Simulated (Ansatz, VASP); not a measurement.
CaB3: VASP beside Ansatz

INCAR

```
ALGO     = Normal         # electronic algorithm
EDIFF    = 1E-6           # SCF threshold, eV
ENCUT    = 520            # plane-wave cutoff, eV
GGA      = PE             # functional
ISIF     = 2              # what is computed and relaxed
ISMEAR   = 0              # smearing method
LASPH    = T              # aspherical terms in the spheres
LCHARG   = F              # write CHGCAR
LREAL    = F              # projectors in reciprocal space
LWAVE    = F              # write WAVECAR
NBANDS   = 29             # bands
NELM     = 60             # most SCF steps
PREC     = Accurate       # precision mode
SIGMA    = 0.1            # smearing width, eV
```

KPOINTS

```
k-points
0
Gamma
  3 3 6
```

File POSCAR:

```
CaB3
1.0
    7.5585242800      0.0000000000      0.0000000000
   -3.7792621400      6.5458740400      0.0000000000
    0.0000000000      0.0000000000      3.4446758600
Ca B
2 6
Direct
    0.3333333300      0.6666666700      0.0000000000
    0.6666666700      0.3333333300      0.0000000000
    0.8099998000      0.1900002000      0.5000000000
    0.8099998000      0.6199996000      0.5000000000
    0.3800004000      0.1900002000      0.5000000000
    0.1900002000      0.8099998000      0.5000000000
    0.1900002000      0.3800004000      0.5000000000
    0.6199996000      0.8099998000      0.5000000000
```

Input for Ansatz:

```yaml
crystal:
  lattice:
    - [7.55852428, 0.0, 0.0]
    - [-3.77926214, 6.54587404, 0.0]
    - [0.0, 0.0, 3.44467586]
  atoms:
    - { symbol: Ca, position: [0.33333333, 0.66666667, 0.0] }
    - { symbol: Ca, position: [0.66666667, 0.33333333, 0.0] }
    - { symbol: B, position: [0.8099998, 0.1900002, 0.5] }
    - { symbol: B, position: [0.8099998, 0.6199996, 0.5] }
    - { symbol: B, position: [0.3800004, 0.1900002, 0.5] }
    - { symbol: B, position: [0.1900002, 0.8099998, 0.5] }
    - { symbol: B, position: [0.1900002, 0.3800004, 0.5] }
    - { symbol: B, position: [0.6199996, 0.8099998, 0.5] }
basis:
  ecutwfc: 420
kpoints:
  mp_grid: { grid: [3, 3, 6] }
hamiltonian:
  xc: pbe
scf:
  occupations: { method: gaussian, width: 0.1 }
  lower_state_search: "off"
output:
  forces: true
  stress: true
  eigenvalues: true
```

Alike in both runs: task single point; functional PBE; k mesh 3 × 3 × 6; occupations gaussian, width 0.1 eV; no spin polarisation.

|  | VASP | Ansatz |
| --- | --- | --- |
| version | VASP 6.6.1 | Ansatz 0.2.0 |
| potentials or method | VASP PAW PBE potentials, release 64 (Ca_sv, B), cutoff 520 eV | scalar-relativistic, plane waves, PAW |
| valence electrons in the cell | 38 | 38 |

Ansatz gave:

| Quantity | Value |
| --- | --- |
| gap on the k mesh at the Fermi level (eV) | none |
| pressure (GPa) | -5.5 |
| traceless stress, the component that is largest in VASP (GPa) | 10.64 |
| rms of the force components (eV/Å) | 1.193 |

Task: Which values does VASP return?

Result: gap on the k mesh at the Fermi level (eV): none; pressure (GPa): -5.4; traceless stress, the component that is largest in VASP (GPa): 10.69; rms of the force components (eV/Å): 1.200.

Atom by atom the forces differ by 0.007 eV/Å (rms over components). A gap of «none» marks a metal or a gap that the smearing closes.
